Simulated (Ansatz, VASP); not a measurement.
One calculation of LiMgBN2, two programs

The input INCAR:

```
SYSTEM = LiMgBN2
PREC = Accurate ; ENCUT = 520
EDIFF = 1E-6 ; ISMEAR = 0
SIGMA = 0.05 ; LREAL = .False.
LASPH = .True. ; NELM = 100
ALGO = Normal ; ISIF = 2
LWAVE = .False. ; LCHARG = .False.
GGA = PS ; NBANDS = 17
```

File KPOINTS:

```
Automatic mesh
0
Gamma
  8 8 8
  0 0 0
```

File POSCAR:

```
LiMgBN2
1.0
   -1.9324005310      1.9324005310      4.5247650217
    1.9324005310     -1.9324005310      4.5247650217
    1.9324005310      1.9324005310     -4.5247650217
Li Mg B N
1 1 1 2
Direct
    0.2500000000      0.7500000000      0.5000000000
    0.7500000000      0.2500000000      0.5000000000
    0.5000000000      0.5000000000      0.0000000000
    0.6426409604      0.6426409604      0.0000000000
    0.3573590396      0.3573590396      0.0000000000
```

Input for Ansatz:

```yaml
crystal:
  lattice:
    - [-1.932400531, 1.932400531, 4.5247650217]
    - [1.932400531, -1.932400531, 4.5247650217]
    - [1.932400531, 1.932400531, -4.5247650217]
  atoms:
    - { symbol: Li, position: [0.25, 0.75, 0.5] }
    - { symbol: Mg, position: [0.75, 0.25, 0.5] }
    - { symbol: B, position: [0.5, 0.5, 0.0] }
    - { symbol: "N", position: [0.6426409604, 0.6426409604, 0.0] }
    - { symbol: "N", position: [0.3573590396, 0.3573590396, 0.0] }
basis:
  ecutwfc: 520.0
kpoints:
  mp_grid: { grid: [8, 8, 8] }
hamiltonian:
  xc: pbesol
  pseudopotentials: { kind: paw }
scf:
  occupations: { method: gaussian, width: 0.05 }
output:
  forces: true
  stress: true
  eigenvalues: true
  write_density: true
  write_potential: true
  elf: true
  volumetric_format: npy
```

Alike in both runs: task single point; functional PBEsol; k mesh 8 × 8 × 8; occupations gaussian, width 0.05 eV; no spin polarisation.

|  | VASP | Ansatz |
| --- | --- | --- |
| version | VASP 6.6.1 | Ansatz 0.2.0 |
| potentials or method | VASP PAW PBE potentials, release 64 (Li_sv, Mg, B, N), cutoff 520 eV | scalar-relativistic, plane waves, PAW |
| valence electrons in the cell | 18 | 26 |

```csv
,VASP,Ansatz,Ansatz less VASP
gap on the k mesh at the Fermi level (eV),2.48,2.48,+0.002
least direct gap on the mesh (eV),3.16,3.17,+0.010
rms of the force components (eV/Å),1.490,1.485,-0.0053
```

VASP's potentials were made for PBE, not for PBEsol. Atom by atom the forces differ by 0.005 eV/Å (rms over components). VASP's potentials hold 18 valence electrons a cell and Ansatz's 26, so a difference there can come from the potentials and not from the codes.

Noted on VASP's run: the cutoff is short for stress, so the pressure is rough.
